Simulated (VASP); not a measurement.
# SiC (R3m) in VASP: notebook

Runs on SiC. Level: PBE. Tasks: single point.

All numbers are computed with VASP 6.6.1; they aren't measurements. Logs are shortened: lines on timing, memory, paths and dates and some standing lists are left out, and cuts for length are marked.

**1. The cell of the first run**

Symmetry: R3m, No. 160, trigonal system. The conventional cell has a = 3.000 Å, b = 3.000 Å, c = 7.115 Å, α = 90.00°, β = 90.00°, γ = 120.00°. Within 2.4 Å of Si (site symmetry 3m) lie 4 C at 1.78 to 1.83 Å. Within 2.4 Å of C (site symmetry 3m) lie 4 Si at 1.78 to 1.83 Å.

**2. Single point, PBE**

The input, INCAR:

```
SYSTEM = SiC
PREC     = Accurate       ! precision mode
ENCUT    = 520            ! plane-wave cutoff, eV
EDIFF    = 1E-6           ! SCF threshold, eV
ISMEAR   = 0              ! smearing method
SIGMA    = 0.05           ! smearing width, eV
LREAL    = .False.        ! projectors in reciprocal space
LASPH    = .True.         ! aspherical terms in the spheres
NELM     = 80             ! most SCF steps
ALGO     = Normal         ! electronic algorithm
ISIF     = 2              ! what is computed and relaxed
LWAVE    = .False.        ! write WAVECAR
LCHARG   = .True.         ! write CHGCAR
GGA      = PE             ! functional
LELF     = .True.         ! ELF
LVHAR    = .True.       
NBANDS   = 11             ! bands
```

The input, KPOINTS:

```
Automatic mesh
0
Gamma
  12 12 12
  0 0 0
```

The input, POSCAR:

```
SiC
1.0
    0.0000000000      2.1210686735      2.1210686735
    2.1210686735      0.0000000000      2.1210686735
    2.0763848268      2.0763848268      0.0446838467
Si C
1 1
Direct
    0.0000000000      0.0000000000      0.0000000000
    0.7500000000      0.7500000000      0.7500000000
```

Potentials or basis: VASP PAW PBE potentials, release 64 (Si, C).

On the command line:

```bash
> cat potpaw_PBE.64/Si/POTCAR potpaw_PBE.64/C/POTCAR > POTCAR
> mpirun -np 1 vasp_std > vasp.out
```

OUTCAR:

```text
SYSTEM = SiC
   PREC = Accurate
   ENCUT = 520
   EDIFF = 1E-6
   ISMEAR = 0
   LREAL = .False.
   LASPH = .True.
   NELM = 80
   ISIF = 2
   GGA = PE

 ion  position               nearest neighbor table
   1  0.000  0.000  0.000-   2 1.78   2 1.83   2 1.83   2 1.83
   2  0.750  0.750  0.750-   1 1.78   1 1.83   1 1.83   1 1.83

  LATTYP: Found a trigonal (rhomboedric) cell.
 ALAT       =     2.9367915391
 COS(alpha) =     0.4783692091

  Lattice vectors:

 A1 = (   2.0763848268,  -0.0446838467,  -2.0763848268)
 A2 = (  -0.0446838467,   2.0763848268,  -2.0763848268)
 A3 = (   2.0763848268,   2.0763848268,   0.0446838467)

Analysis of symmetry for initial positions (statically):
=====================================================================
 Subroutine PRICEL returns:
 Original cell was already a primitive cell.

 Routine SETGRP: Setting up the symmetry group for a
 trigonal (rhombohedral) supercell.

 Subroutine GETGRP returns: Found  6 space group operations
 (whereof  6 operations were pure point group operations)
 out of a pool of 12 trial point group operations.

The static configuration has the point symmetry C_3v.

Analysis of symmetry for dynamics (positions and initial velocities):
=====================================================================
 Subroutine PRICEL returns:
 Original cell was already a primitive cell.

 Routine SETGRP: Setting up the symmetry group for a
 trigonal (rhombohedral) supercell.

 Subroutine GETGRP returns: Found  6 space group operations
 (whereof  6 operations were pure point group operations)
 out of a pool of 12 trial point group operations.

The dynamic configuration has the point symmetry C_3v.

 Subroutine INISYM returns: Found  6 space group operations
 (whereof  6 operations are pure point group operations),
 and found     1 'primitive' translations

----------------------------------------------------------------------------------------

                                     Primitive cell

  volume of cell :      18.4820

  direct lattice vectors                    reciprocal lattice vectors
     0.000000000  2.121068673  2.121068673    -0.238294276  0.233166178  0.238294276
     2.121068673  0.000000000  2.121068673     0.233166178 -0.238294276  0.238294276
     2.076384827  2.076384827  0.044683847     0.243422374  0.243422374 -0.243422374

  length of vectors
     2.999644085  2.999644085  2.936791539     0.409798476  0.409798476  0.421619920

[... 83 lines left out ...]
   NSW    =      0    number of steps for IOM
   IBRION =     -1    ionic relax: 0-MD 1-quasi-New 2-CG
   NFREE  =      0    steps in history (QN), initial steepest desc. (CG)
   ISIF   =      2    stress and relaxation
   ISYM   =      2    0-nonsym 1-usesym 2-fastsym
   POTIM  = 0.5000    time-step for ionic-motion
   TEBEG  =    0.0;   TEEND  =   0.0 temperature during run
   PSTRESS=    0.0 pullay stress
   NELECT =       8.0000    total number of electrons
   NUPDOWN=      -1.0000    fix difference up-down
   EMIN   =  10.00;   EMAX   =-10.00  energy-range for DOS
   EFERMI =   0.00;   METHOD = LEGACY
   ISMEAR =     0;   SIGMA  =   0.05  broadening in eV -4-tet -1-fermi 0-gaus
   EFERMI_NEDOS =   21; number of points for ismear=-14 and -15
   IALGO  =     38    algorithm
   IMIX   =      4    mixing-type and parameters
     AMIX     =   0.40;   BMIX     =  1.00
     AMIX_MAG =   1.60;   BMIX_MAG =  1.00
  volume/ion in A,a.u.               =       9.24        62.36
  Fermi-wavevector in a.u.,A,eV,Ry     =   1.238384  2.340206 20.865810  1.533594
  Thomas-Fermi vector in A             =   2.372911
   LORBIT       =      0    0 simple, 1 ext, 2 COOP (PROOUT), +10 PAW based schemes
   GGA     = PE    functional components
   LHFCALC =     F    Hartree Fock is set to
   AEXX    =    0.0000 exact exchange contribution
   IVDW    =     0    specifies the selected vdW correction
   LEPSILON=     F    determine dielectric tensor
   LRPA    =     F    only Hartree local field effects (RPA)
 non-spin polarized calculation
 Gauss-broadening in eV      SIGMA  =   0.05
  energy-cutoff  :      520.00
  volume of cell :       18.48
 maximum number of plane-waves:       525
 NGX is ok and might be reduce to    24
   NGX = 11   NGY = 11   NGZ = 11

 number of electron       8.0000000 magnetization

 Free energy of the ion-electron system (eV)
  ---------------------------------------------------
  ext. energy  EPLUGINS =         0.00000000
  ---------------------------------------------------
  free energy    TOTEN  =       -14.78469572 eV

  energy without entropy =      -14.78469572  energy(sigma->0) =      -14.78469572

 E-fermi :   9.8241     XC(G=0): -11.8562

 val. band max:        9.5675538975   @ k =   0.0000   0.0000   0.0000
 cond. band min:      10.6491047639   @ k =   0.5000   0.5000   0.0000
 fundamental gap:      1.0815508664
 Fermi energy:         9.8240552153

 k-point     1 :       0.0000    0.0000    0.0000
  band No.  band energies     occupation
      1      -6.8951      2.00000
      2       9.3496      2.00000
      3       9.3496      2.00000
      4       9.5676      2.00000
      5      16.7048      0.00000
      6      17.2944      0.00000
      7      17.2944      0.00000
      8      18.4309      0.00000
      9      24.6295      0.00000
     10      24.6295      0.00000
     11      27.5322      0.00000
[... 309 lines left out ...]
 k-point    24 :      -0.4167    0.1667    0.0000
  band No.  band energies     occupation
      1      -2.6432      2.00000
      2       0.8313      2.00000
      3       6.2209      2.00000
      4       7.9643      2.00000
      5      15.0709      0.00000
      6      18.1186      0.00000
      7      18.8567      0.00000
      8      21.5943      0.00000
      9      24.9816      0.00000
     10      26.1104      0.00000
     11      28.9178      0.00000

 [... further k-points ...]
[... 5 lines left out ...]
  --------------------------------------------------------------------------------------
  -------------------------------------------------------------------------------------
  Total        4.0493228      4.0493228      4.0493228      0.9361243     -0.9361243     -0.9361243
  in kB      351.0298211    351.0298211    351.0298211     81.1512387    -81.1512387    -81.1512387
  external PRESSURE =     351.0298211 kB  Pullay stress =       0.0000000 kB

 VOLUME and BASIS-vectors are now :
 -----------------------------------------------------------------------------
  energy-cutoff  :      520.00
  volume of cell :       18.48
      direct lattice vectors                 reciprocal lattice vectors
     0.000000000  2.121068673  2.121068673    -0.238294276  0.233166178  0.238294276
     2.121068673  0.000000000  2.121068673     0.233166178 -0.238294276  0.238294276
     2.076384827  2.076384827  0.044683847     0.243422374  0.243422374 -0.243422374

 POSITION                                       TOTAL-FORCE (eV/Angst)
 -----------------------------------------------------------------------------------
      0.00000      0.00000      0.00000        -0.361883     -0.361883      0.361883
      3.14809      3.14809      3.21512         0.361883      0.361883     -0.361883
 -----------------------------------------------------------------------------------
    total drift:                               -0.000082     -0.000082      0.000082

  FREE ENERGIE OF THE ION-ELECTRON SYSTEM (eV)
  ---------------------------------------------------
  free  energy   TOTEN  =       -14.7846957237 eV

  energy  without entropy=      -14.7846957237  energy(sigma->0) =      -14.78469572
```

OSZICAR:

```text
N       E                     dE             d eps       ncg     rms          rms(c)
DAV:   1     0.395337685087E+01    0.39534E+01   -0.41204E+03  4334   0.622E+02
DAV:   2    -0.164044763003E+02   -0.20358E+02   -0.19414E+02  5149   0.114E+02
DAV:   3    -0.169892340959E+02   -0.58476E+00   -0.58357E+00  5086   0.158E+01
DAV:   4    -0.169911557843E+02   -0.19217E-02   -0.19216E-02  4745   0.116E+00
DAV:   5    -0.169911629829E+02   -0.71986E-05   -0.71986E-05  5111   0.654E-02    0.101E+01
DAV:   6    -0.148854470543E+02    0.21057E+01   -0.67194E+00  4674   0.122E+01    0.460E+00
DAV:   7    -0.147932252926E+02    0.92222E-01   -0.55123E-01  5006   0.419E+00    0.202E+00
DAV:   8    -0.147844882582E+02    0.87370E-02   -0.22446E-02  4644   0.101E+00    0.173E-01
DAV:   9    -0.147846040442E+02   -0.11579E-03   -0.14073E-03  5143   0.228E-01    0.118E-01
DAV:  10    -0.147846924441E+02   -0.88400E-04   -0.18055E-04  4596   0.869E-02    0.283E-02
DAV:  11    -0.147846955806E+02   -0.31365E-05   -0.24015E-05  4989   0.286E-02    0.728E-03
DAV:  12    -0.147846957237E+02   -0.14318E-06   -0.12074E-06  2988   0.710E-03
   1 F= -.14784696E+02 E0= -.14784696E+02  d E =-.607365E-16
```

Wall time 35 s (1 thread of AMD EPYC 7R43 (Zen 3), shared host); peak memory 0.12 GiB.

Results:

| Property | Result |
| --- | --- |
| Free energy | -14.7847 eV |
| Pressure | 35.1 GPa |
| Largest force | 0.627 eV/Å |
| Band gap on the k mesh | 1.08 eV, indirect (least direct gap 4.43 eV) |

Forces on the atoms (eV/Å):
```
Si  -0.362 -0.362  0.362
C    0.362  0.362 -0.362
```

Stress tensor (GPa, compression positive):
```
35.10  8.12 -8.12
 8.12 35.10 -8.12
-8.12 -8.12 35.10
```

A k mesh can miss the band edges.

**3. Single point, PBE**

This run uses another cell than the first one, of 9.49 Å³/atom, 1.027 times its volume.

The input, INCAR:

```
SYSTEM = SiC
PREC     = Accurate       ! precision mode
ENCUT    = 520            ! plane-wave cutoff, eV
EDIFF    = 1E-6           ! SCF threshold, eV
ISMEAR   = 0              ! smearing method
SIGMA    = 0.05           ! smearing width, eV
LREAL    = .FALSE.        ! projectors in reciprocal space
LASPH    = .TRUE.         ! aspherical terms in the spheres
NELM     = 100            ! most SCF steps
ALGO     = Normal         ! electronic algorithm
ISIF     = 2              ! what is computed and relaxed
LWAVE    = .FALSE.        ! write WAVECAR
LCHARG   = .FALSE.        ! write CHGCAR
GGA      = PE             ! functional
NBANDS   = 11             ! bands
```

The input, KPOINTS:

```
regular mesh
0
G
  12 12 12
  0 0 0
```

The input, POSCAR:

```
SiC
1.0
    0.0000000000      2.1060795125      2.1060795125
    2.1060795125      0.0000000000      2.1060795125
    2.1288251713      2.1288251713     -0.0227456587
Si C
1 1
Direct
    0.0000000000      0.0000000000      0.0000000000
    0.7500000000      0.7500000000      0.7500000000
```

Potentials or basis: VASP PAW PBE potentials, release 64 (Si, C).

On the command line:

```bash
> cat potpaw_PBE.64/Si/POTCAR potpaw_PBE.64/C/POTCAR > POTCAR
> mpirun -np 1 vasp_std > vasp.out
```

Wall time 38 s (1 thread of AMD EPYC 7R43 (Zen 3), shared host); peak memory 0.12 GiB.

The run converged. Its results:

- Free energy: -14.9029 eV
- Pressure: 26.1 GPa
- Largest force: 0.234 eV/Å
- Band gap on the k mesh: 1.23 eV, indirect (least direct gap 4.53 eV)

Forces in eV/Å, atoms in the order of the input:
```
Si   0.135  0.135 -0.135
C   -0.135 -0.135  0.135
```

Stress tensor (GPa, compression positive):
```
26.11 -3.65  3.65
-3.65 26.11  3.65
 3.65  3.65 26.11
```

Levels at points of the mesh, in eV from the valence-band top:
```csv
k point,band 1,band 2,band 3,band 4,band 5,band 6,band 7,band 8
"(0.00, 0.00, 0.00)",-16.13,-0.12,0.00,0.00,7.04,7.80,8.03,8.03
"(0.50, 0.00, 0.00)",-12.19,-9.05,-1.15,-1.12,6.10,7.38,7.62,10.47
"(0.50, 0.50, 0.00)",-10.70,-8.12,-3.48,-3.30,1.23,4.60,15.00,15.00
"(0.00, 0.00, 0.50)",-12.37,-9.09,-1.01,-1.01,6.44,7.70,7.70,10.58
```

**4. Single point, PBE**

This run uses another cell than the first one, of 9.49 Å³/atom, 1.027 times its volume.

The input, INCAR:

```
SYSTEM = SiC
PREC = Accurate
ENCUT = 520
EDIFF = 1E-7
ISMEAR = 0
SIGMA = 0.05
LREAL = .FALSE.
LASPH = .TRUE.
NELM = 60
ALGO = Normal
ISIF = 2
LWAVE = .FALSE.
LCHARG = .FALSE.
GGA = PE
NBANDS = 11
```

The input, KPOINTS:

```
Automatic mesh
0
G
  12 12 12
  0 0 0
```

The input, POSCAR:

```
SiC
1.0
    0.0000000000      2.1516428933      2.1516428933
    2.1516428933      0.0000000000      2.1516428933
    2.0842247493      2.0842247493      0.0674181440
Si C
1 1
Direct
    0.0000000000      0.0000000000      0.0000000000
    0.7500000000      0.7500000000      0.7500000000
```

On the command line:

```bash
> cat potpaw_PBE.64/Si/POTCAR potpaw_PBE.64/C/POTCAR > POTCAR
> mpirun -np 1 vasp_std > vasp.out
```

Wall time 39 s (1 thread of AMD EPYC 7R43 (Zen 3), shared host); peak memory 0.12 GiB.

Results (log left out):

* Free energy: -14.8451 eV
* Pressure: 26.9 GPa
* Largest force: 0.887 eV/Å
* Band gap on the k mesh: 1.04 eV, indirect (least direct gap 4.28 eV)

Forces on the atoms (eV/Å):
```
Si  -0.512 -0.512  0.512
C    0.512  0.512 -0.512
```

Stress tensor (GPa, compression positive):
```
 26.88  11.49 -11.49
 11.49  26.88 -11.49
-11.49 -11.49  26.88
```

Levels at points of the mesh, in eV from the valence-band top:
| k point | band 2 | band 3 | band 4 | band 5 | band 6 | band 7 |
| --- | --- | --- | --- | --- | --- | --- |
| (0.00, 0.00, 0.00) | -0.30 | -0.30 | 0.00 | 6.61 | 7.35 | 7.35 |
| (0.50, 0.00, 0.00) | -9.25 | -1.19 | -1.12 | 6.22 | 7.18 | 7.97 |
| (0.50, 0.50, 0.00) | -8.26 | -3.82 | -3.24 | 1.04 | 4.51 | 14.57 |
| (0.00, 0.00, 0.50) | -9.09 | -1.56 | -1.56 | 5.32 | 6.95 | 6.95 |

A k mesh can miss the band edges. Expect the measured gap to be larger: semilocal functionals such as PBE lack the derivative discontinuity.

**5. Overview**

| cell | gap on the mesh (eV) | pressure (GPa) | largest force (eV/Å) |
| --- | --- | --- | --- |
| a = 3.000, b = 3.000, c = 2.937 Å, angles 59.3, 59.3, 60.0°, 2 atoms | 1.08 | 35.1 | 0.63 |
| a = 2.978, b = 2.978, c = 3.011 Å, angles 60.4, 60.4, 60.0°, 2 atoms | 1.23 | 26.1 | 0.23 |
| a = 3.043, b = 3.043, c = 2.948 Å, angles 58.9, 58.9, 60.0°, 2 atoms | 1.04 | 26.9 | 0.89 |

Alike in all rows: task single point; level PBE; potentials or basis VASP PAW PBE potentials, release 64 (Si, C); no spin polarisation; k mesh 12 × 12 × 12; cutoff (eV) 520; smearing gaussian 0.05 eV.

Total energies depend on the potentials used, so only differences within one code and one set of settings carry meaning.
